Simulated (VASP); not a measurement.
# TaS2 (P-3m1) in VASP: notebook, part 2 of 3

VASP 6.6.1. The steps go on from the part before.

## 3. Electric field gradients, PBE (zz strain of -2 %)

Input file INCAR:

```
PREC = Accurate ; ENCUT = 400
EDIFF = 1E-8 ; ISMEAR = -1
SIGMA = 0.03 ; LREAL = False
LASPH = True ; NELM = 120
ALGO = Normal ; ISIF = 2
LWAVE = False ; LCHARG = False
GGA = PE ; LEFG = True
NBANDS = 18 ; GGA_COMPAT = False
```

Input file KPOINTS:

```
Automatic mesh
0
Gamma
  9 9 5
```

Input file POSCAR:

```
TaS2
1.0
    3.3500021206      0.0000000000      0.0000000000
   -1.6750010603      2.9011869392      0.0000000000
    0.0000000000      0.0000000000      5.7428000000
Ta S
1 2
Direct
    0.0000000000      0.0000000000      0.0000000000
    0.3333333333      0.6666666667      0.2500000000
    0.6666666667      0.3333333333      0.7500000000
```

Potentials or basis: VASP PAW PBE potentials, release 64 (Ta_pv, S).

Command:

```
$ cat potpaw_PBE.64/Ta_pv/POTCAR potpaw_PBE.64/S/POTCAR > POTCAR
$ mpirun -np 1 vasp_std > vasp.out
```

OUTCAR:

```text
PREC = Accurate
   ENCUT = 400
   EDIFF = 1E-8
   ISMEAR = -1
   LREAL = False
   LASPH = True
   NELM = 120
   ISIF = 2
   GGA = PE

 ion  position               nearest neighbor table
   1  0.000  0.000  0.000-   2 2.41   3 2.41   3 2.41   2 2.41   3 2.41   2 2.41
   2  0.333  0.667  0.250-   1 2.41   1 2.41   1 2.41
   3  0.667  0.333  0.750-   1 2.41   1 2.41   1 2.41

  LATTYP: Found a hexagonal cell.
 ALAT       =     3.3500021206
 C/A-ratio  =     1.7142675716

  Lattice vectors:

 A1 = (   3.3500021206,   0.0000000000,   0.0000000000)
 A2 = (  -1.6750010603,   2.9011869392,   0.0000000000)
 A3 = (   0.0000000000,   0.0000000000,   5.7428000000)

Analysis of symmetry for initial positions (statically):
=====================================================================
 Subroutine PRICEL returns:
 Original cell was already a primitive cell.

 Routine SETGRP: Setting up the symmetry group for a
 hexagonal supercell.

 Subroutine GETGRP returns: Found 12 space group operations
 (whereof 12 operations were pure point group operations)
 out of a pool of 24 trial point group operations.

The static configuration has the point symmetry D_3d.

Analysis of symmetry for dynamics (positions and initial velocities):
=====================================================================
 Subroutine PRICEL returns:
 Original cell was already a primitive cell.

 Routine SETGRP: Setting up the symmetry group for a
 hexagonal supercell.

 Subroutine GETGRP returns: Found 12 space group operations
 (whereof 12 operations were pure point group operations)
 out of a pool of 24 trial point group operations.

The dynamic configuration has the point symmetry D_3d.

 Subroutine INISYM returns: Found 12 space group operations
 (whereof 12 operations are pure point group operations),
 and found     1 'primitive' translations

----------------------------------------------------------------------------------------

                                     Primitive cell

  volume of cell :      55.8142

  direct lattice vectors                    reciprocal lattice vectors
     3.350002121  0.000000000  0.000000000     0.298507274  0.172343255  0.000000000
    -1.675001060  2.901186939  0.000000000     0.000000000  0.344686510  0.000000000
     0.000000000  0.000000000  5.742800000     0.000000000  0.000000000  0.174131086

  length of vectors
     3.350002121  3.350002121  5.742800000     0.344686510  0.344686510  0.174131086

  position of ions in fractional coordinates (direct lattice)
     0.000000000  0.000000000  0.000000000
     0.333333333  0.666666667  0.250000000
     0.666666667  0.333333333  0.750000000

  ion indices of the primitive-cell ions
   primitive index   ion index
                 1           1
                 2           2
                 3           3

[... 80 lines left out ...]
   TEBEG  =    0.0;   TEEND  =   0.0 temperature during run
   PSTRESS=    0.0 pullay stress
   NELECT =      23.0000    total number of electrons
   NUPDOWN=      -1.0000    fix difference up-down
   EMIN   =  10.00;   EMAX   =-10.00  energy-range for DOS
   EFERMI =   0.00;   METHOD = LEGACY
   ISMEAR =    -1;   SIGMA  =   0.03  broadening in eV -4-tet -1-fermi 0-gaus
   EFERMI_NEDOS =   21; number of points for ismear=-14 and -15
   IALGO  =     38    algorithm
   IMIX   =      4    mixing-type and parameters
     AMIX     =   0.40;   BMIX     =  1.00
     AMIX_MAG =   1.60;   BMIX_MAG =  1.00
  volume/ion in A,a.u.               =      18.60       125.55
  Fermi-wavevector in a.u.,A,eV,Ry     =   1.218249  2.302156 20.192812  1.484130
  Thomas-Fermi vector in A             =   2.353542
   LORBIT       =      0    0 simple, 1 ext, 2 COOP (PROOUT), +10 PAW based schemes
   GGA     = PE    functional components
   LHFCALC =     F    Hartree Fock is set to
   AEXX    =    0.0000 exact exchange contribution
   IVDW    =     0    specifies the selected vdW correction
   LEPSILON=     F    determine dielectric tensor
   LRPA    =     F    only Hartree local field effects (RPA)
 non-spin polarized calculation
  energy-cutoff  :      400.00
  volume of cell :       55.81
 maximum number of plane-waves:      1051
 NGX is ok and might be reduce to    24
   NGX = 11   NGY = 11   NGZ = 19

 number of electron      23.0000003 magnetization

 Free energy of the ion-electron system (eV)
  ---------------------------------------------------
  ext. energy  EPLUGINS =         0.00000000
  ---------------------------------------------------
  free energy    TOTEN  =       -22.90978543 eV

  energy without entropy =      -22.90339548  energy(sigma->0) =      -22.90659046

 E-fermi :   5.9043     XC(G=0): -10.6211

 val. band max:        5.8902549634   @ k =   0.3333   0.1111   0.0000
 cond. band min:       5.9068646820   @ k =   0.2222   0.1111   0.0000
 fundamental gap:      0.0166097185
 Fermi energy:         5.9042883354

 k-point     1 :       0.0000    0.0000    0.0000
  band No.  band energies     occupation
      1     -29.3460      2.00000
      2     -29.3237      2.00000
      3     -29.3237      2.00000
      4      -9.3993      2.00000
      5      -7.1653      2.00000
      6      -1.2071      2.00000
[... 481 lines left out ...]
      5      -7.3048      2.00000
      6      -0.1290      2.00000
[... 10 lines left out ...]
     17      12.7495      0.00000
     18      13.3597      0.00000

 [... further k-points ...]

------------------------ aborting loop because EDIFF is reached ----------------------------------------

  FORCE on cell =-STRESS in cart. coord.  units (eV):
  Direction    XX          YY          ZZ          XY          YZ          ZX
  --------------------------------------------------------------------------------------
  -------------------------------------------------------------------------------------
  Total        3.5590156      3.5590156      5.9084074      0.0000000      0.0000000      0.0000000
  in kB      102.1635527    102.1635527    169.6041704      0.0000000      0.0000000      0.0000000
  external PRESSURE =     124.6437586 kB  Pullay stress =       0.0000000 kB

 VOLUME and BASIS-vectors are now :
 -----------------------------------------------------------------------------
  energy-cutoff  :      400.00
  volume of cell :       55.81
      direct lattice vectors                 reciprocal lattice vectors
     3.350002121  0.000000000  0.000000000     0.298507274  0.172343255  0.000000000
    -1.675001060  2.901186939  0.000000000     0.000000000  0.344686510  0.000000000
     0.000000000  0.000000000  5.742800000     0.000000000  0.000000000  0.174131086

 POSITION                                       TOTAL-FORCE (eV/Angst)
 -----------------------------------------------------------------------------------
      0.00000      0.00000      0.00000        -0.000000      0.000000      0.000000
     -0.00000      1.93412      1.43570        -0.000000      0.000000      1.730952
      1.67500      0.96706      4.30710         0.000000     -0.000000     -1.730952
 -----------------------------------------------------------------------------------
    total drift:                               -0.000000      0.000000      0.000000

  FREE ENERGIE OF THE ION-ELECTRON SYSTEM (eV)
  ---------------------------------------------------
  free  energy   TOTEN  =       -22.9097854298 eV

  energy  without entropy=      -22.9033954814  energy(sigma->0) =      -22.90659046

 Electric field gradients (V/A^2)
---------------------------------------------------------------------
 ion       V_xx      V_yy      V_zz      V_xy      V_xz      V_yz
---------------------------------------------------------------------
   1      68.029    68.029  -136.058    -0.000    -0.000     0.000
   2       9.373     9.373   -18.745    -0.000    -0.000     0.000
   3       9.373     9.373   -18.745    -0.000    -0.000     0.000
---------------------------------------------------------------------

 Electric field gradients after diagonalization (V/A^2)
 (convention: |V_zz| > |V_xx| > |V_yy|)
----------------------------------------------------------------------
 ion       V_xx      V_yy      V_zz     asymmetry (V_yy - V_xx)/ V_zz
----------------------------------------------------------------------
   1      68.029    68.029  -136.058       0.000
   2       9.373     9.372   -18.745       0.000
   3       9.373     9.372   -18.745       0.000
----------------------------------------------------------------------

           NMR quadrupolar parameters

 Cq : quadrupolar parameter    Cq=e*Q*V_zz/h
 eta: asymmetry parameters     (V_yy - V_xx)/ V_zz
 Q  : nuclear electric quadrupole moment in mb (millibarn)
----------------------------------------------------------------------
 ion       Cq(MHz)       eta       Q (mb)
----------------------------------------------------------------------
   1      -0.329       0.000       1.000
   2      -0.045       0.000       1.000
   3      -0.045       0.000       1.000
----------------------------------------------------------------------
```

Wall time 22 s (1 thread of AMD EPYC 9R45 (Zen 5), shared host); peak memory 0.15 GiB.

Results:

```yaml
Free_energy: -22.9098 eV
Pressure: 12.5 GPa
Largest_force: 1.731 eV/Å
Band_gap_on_the_k_mesh: zero (an odd number of electrons rules out a gap without spin polarisation)
Largest_electric_field_gradient_by_atom: Ta -136.1; S -18.7 V/Å²
```

Forces on the atoms (eV/Å):
```
Ta   0.000  0.000  0.000
S    0.000  0.000  1.731
S    0.000  0.000 -1.731
```

Electric field gradients, principal values (V/Å²):
| atom | least | middle | greatest (by size) |
| --- | --- | --- | --- |
| 1 Ta | 68.029 | 68.029 | -136.058 |
| 2 S | 9.372 | 9.373 | -18.745 |
| 3 S | 9.372 | 9.373 | -18.745 |

Caveat: the cell differs from its parent crystal (zz strain of -2 %); the stress differs along the axes, from 10 to 17 GPa; without QUAD_EFG the Cq values of the log hold for a quadrupole moment of 1 mb, not for the nuclei; spin-orbit coupling is left out, which moves the levels of the heavy elements; this functional lacks dispersion, which binds layers or chains, so the pressure and a relaxed spacing across them are unreliable; forces of over 1 eV/Å act on the atoms, so gaps and moduli don't describe the material at rest.

## 4. Electric field gradients, PBE (zz strain of +1 %)

Input file INCAR:

```
PREC = Accurate
ENCUT = 400
EDIFF = 1E-8
ISMEAR = -1
SIGMA = 0.03
LREAL = F
LASPH = T
NELM = 120
ALGO = Normal
ISIF = 2
LWAVE = F
LCHARG = F
GGA = PE
LEFG = T
NBANDS = 18
GGA_COMPAT = F
```

Input file KPOINTS:

```
regular mesh
0
Gamma
  9 9 5
```

Changes to POSCAR since step 3:

```diff
@@ -4,3 +4,3 @@
    -1.6750010603      2.9011869392      0.0000000000
-    0.0000000000      0.0000000000      5.7428000000
+    0.0000000000      0.0000000000      5.9186000000
 Ta S
```

Potentials or basis: VASP PAW PBE potentials, release 64 (Ta_pv, S).

Command:

```
$ cat potpaw_PBE.64/Ta_pv/POTCAR potpaw_PBE.64/S/POTCAR > POTCAR
$ mpirun -np 1 vasp_std > vasp.out
```

OUTCAR:

```text
PREC = Accurate
   ENCUT = 400
   EDIFF = 1E-8
   ISMEAR = -1
   LREAL = F
   LASPH = T
   NELM = 120
   ISIF = 2
   GGA = PE

 ion  position               nearest neighbor table
   1  0.000  0.000  0.000-   2 2.44   3 2.44   3 2.44   2 2.44   3 2.44   2 2.44
   2  0.333  0.667  0.250-   1 2.44   1 2.44   1 2.44
   3  0.667  0.333  0.750-   1 2.44   1 2.44   1 2.44

  LATTYP: Found a hexagonal cell.
 ALAT       =     3.3500021206
 C/A-ratio  =     1.7667451503

  Lattice vectors:

 A1 = (   3.3500021206,   0.0000000000,   0.0000000000)
[... 724 lines left out ...]

 Electric field gradients (V/A^2)
---------------------------------------------------------------------
 ion       V_xx      V_yy      V_zz      V_xy      V_xz      V_yz
---------------------------------------------------------------------
   1      67.901    67.901  -135.801    -0.000    -0.000     0.000
   2       7.726     7.725   -15.451    -0.000    -0.000     0.000
   3       7.726     7.725   -15.451    -0.000    -0.000     0.000
---------------------------------------------------------------------

 Electric field gradients after diagonalization (V/A^2)
 (convention: |V_zz| > |V_xx| > |V_yy|)
----------------------------------------------------------------------
 ion       V_xx      V_yy      V_zz     asymmetry (V_yy - V_xx)/ V_zz
----------------------------------------------------------------------
   1      67.901    67.900  -135.801       0.000
   2       7.726     7.725   -15.451       0.000
   3       7.726     7.725   -15.451       0.000
----------------------------------------------------------------------

           NMR quadrupolar parameters

 Cq : quadrupolar parameter    Cq=e*Q*V_zz/h
 eta: asymmetry parameters     (V_yy - V_xx)/ V_zz
 Q  : nuclear electric quadrupole moment in mb (millibarn)
----------------------------------------------------------------------
 ion       Cq(MHz)       eta       Q (mb)
----------------------------------------------------------------------
   1      -0.328       0.000       1.000
   2      -0.037       0.000       1.000
   3      -0.037       0.000       1.000
----------------------------------------------------------------------
```

Wall time 21 s (1 thread of AMD EPYC 9R45 (Zen 5), shared host); peak memory 0.15 GiB.

Results:

- Free energy: -23.0554 eV
- Pressure: 7.6 GPa
- Largest force: 1.017 eV/Å
- Band gap on the k mesh: zero (an odd number of electrons rules out a gap without spin polarisation)
- Largest electric field gradient by atom: Ta -135.8; S -15.5 V/Å²

Forces on the atoms (eV/Å):
```
Ta   0.000  0.000  0.000
S    0.000  0.000  1.017
S    0.000  0.000 -1.017
```

Stress tensor (GPa, compression positive):
```
 6.24  0.00  0.00
 0.00  6.24  0.00
 0.00  0.00 10.30
```

Electric field gradients, principal values (V/Å²):
```tsv
atom	least	middle	greatest (by size)
1 Ta	67.900	67.901	-135.801
2 S	7.725	7.726	-15.451
3 S	7.725	7.726	-15.451
```

Caveat: the cell differs from its parent crystal (zz strain of +1 %); the cell stands under pressure; without QUAD_EFG the Cq values of the log hold for a quadrupole moment of 1 mb, not for the nuclei; spin-orbit coupling is left out, which moves the levels of the heavy elements; this functional lacks dispersion, which binds layers or chains, so the pressure and a relaxed spacing across them are unreliable; forces of over 1 eV/Å act on the atoms, so gaps and moduli don't describe the material at rest.

(Continued in part 3 of 3.)

The gap in the log of VASP goes by the Fermi energy; the results here count the filled bands.